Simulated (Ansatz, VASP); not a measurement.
# CdF2: VASP beside Ansatz

```
CELL_PARAMETERS angstrom
0.00000 2.70052 2.70052
2.70052 0.00000 2.70052
2.70052 2.70052 0.00000
ATOMIC_POSITIONS crystal
Cd 0.00000 0.00000 0.00000
F 0.25000 0.25000 0.25000
F 0.75000 0.75000 0.75000
```

Alike in both runs: task single point; functional PBE; k mesh 7 × 7 × 7; occupations fermi-dirac, width 0.03 eV; no spin polarisation.

|  | VASP | Ansatz |
| --- | --- | --- |
| version | VASP 6.6.1 | Ansatz 0.2.0 |
| potentials or method | VASP PAW PBE potentials, release 64 (Cd, F), cutoff 520 eV | all-electron LAPW, scalar-relativistic |

```csv
,VASP,Ansatz,Ansatz less VASP
gap on the k mesh at the Fermi level (eV),3.10,3.13,+0.027
pressure (GPa),5.3,4.6,-0.73
```

Ansatz ran all-electron here, and VASP with PAW potentials.
